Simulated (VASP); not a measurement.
A run of VASP 6.6.1 is set up as follows.

The input INCAR:

```
PREC     = Accurate       # precision mode
ENCUT    = 500            # plane-wave cutoff, eV
EDIFF    = 1E-6           # SCF threshold, eV
ISMEAR   = -1             # smearing method
SIGMA    = 0.03           # smearing width, eV
LREAL    = False          # projectors in reciprocal space
LASPH    = True           # aspherical terms in the spheres
NELM     = 120            # most SCF steps
ALGO     = Normal         # electronic algorithm
ISIF     = 2              # what is computed and relaxed
LWAVE    = False          # write WAVECAR
LCHARG   = False          # write CHGCAR
GGA      = PE             # functional
NBANDS   = 19             # bands
GGA_COMPAT= False
```

The input KPOINTS:

```
Automatic mesh
0
Gamma
  10 10 10
```

POSCAR

```
K2S
1.0
    0.0000000000      3.7560368645      3.7560368645
    3.7560368645      0.0000000000      3.7560368645
    3.7560368645      3.7560368645      0.0000000000
S K
1 2
Direct
    0.0000000000      0.0000000000      0.0000000000
    0.2500000000      0.2500000000      0.2500000000
    0.7500000000      0.7500000000      0.7500000000
```

Potentials or basis: VASP PAW PBE potentials, release 64 (S, K_sv).

Command:

```bash
$ cat potpaw_PBE.64/S/POTCAR potpaw_PBE.64/K_sv/POTCAR > POTCAR
$ mpirun -np 1 vasp_std > vasp.out
```

Task: Estimate the band gap on the k mesh.

Result: 2.27 eV (least direct gap 2.43 eV).

Task: What does it give for the pressure?

Result: -0.3 GPa.

A k mesh can miss the band edges.
